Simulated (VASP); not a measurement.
Input of a VASP 6.6.1 run:

The input POSCAR:

```
ZnO
1.0
    3.1382806409      0.0000000000      0.0000000000
   -1.5691403205      2.7178307592      0.0000000000
    0.0000000000      0.0000000000      5.0546232766
Zn O
2 2
Direct
    0.3333333333      0.6666666667     -0.0023477533
    0.6666666667      0.3333333333      0.4976522467
    0.3333333333      0.6666666667      0.3773477533
    0.6666666667      0.3333333333      0.8773477533
```

The input INCAR.step1:

```
SYSTEM = ZnO
PREC = Accurate
ENCUT = 520
ISMEAR = 0
SIGMA = 0.01
LREAL = .False.
LASPH = .True.
NELM = 80
NBANDS = 26
GGA = PE
ALGO = Normal
EDIFF = 1E-4
LWAVE = .True.
LCHARG = .False.
```

File INCAR.step2:

```
SYSTEM = ZnO
PREC = Accurate
ENCUT = 520
EDIFF = 1E-6
ISMEAR = 0
SIGMA = 0.01
LREAL = .False.
LASPH = .True.
NELM = 80
ALGO = Normal
ISIF = 2
LWAVE = .False.
LCHARG = .False.
METAGGA = R2SCAN
LMIXTAU = .True.
NBANDS = 26
ISTART = 1
```

The input KPOINTS:

```
regular mesh
0
Gamma
  12 12 6
  0 0 0
```

Potentials or basis: VASP PAW PBE potentials, release 64 (Zn, O).

Launch:

```sh
$ cat potpaw_PBE.64/Zn/POTCAR potpaw_PBE.64/O/POTCAR > POTCAR
$ cp INCAR.step1 INCAR
$ mpirun -np 1 vasp_std > vasp.out
$ cp INCAR.step2 INCAR
$ mpirun -np 1 vasp_std > vasp.out
```

**Question.** Predict the band gap on the k mesh.

**Answer.** 1.37 eV.

**Question.** Predict the pressure.

**Answer.** 18.4 GPa.

Stress tensor (GPa, compression positive):
```
18.43  0.00  0.00
 0.00 18.43  0.00
 0.00  0.00 18.32
```

Caveat: the cell differs from its parent crystal (strain -3.0%); the cell stands under pressure; the PAW data sets were made with another functional, which shifts forces and pressure a little.
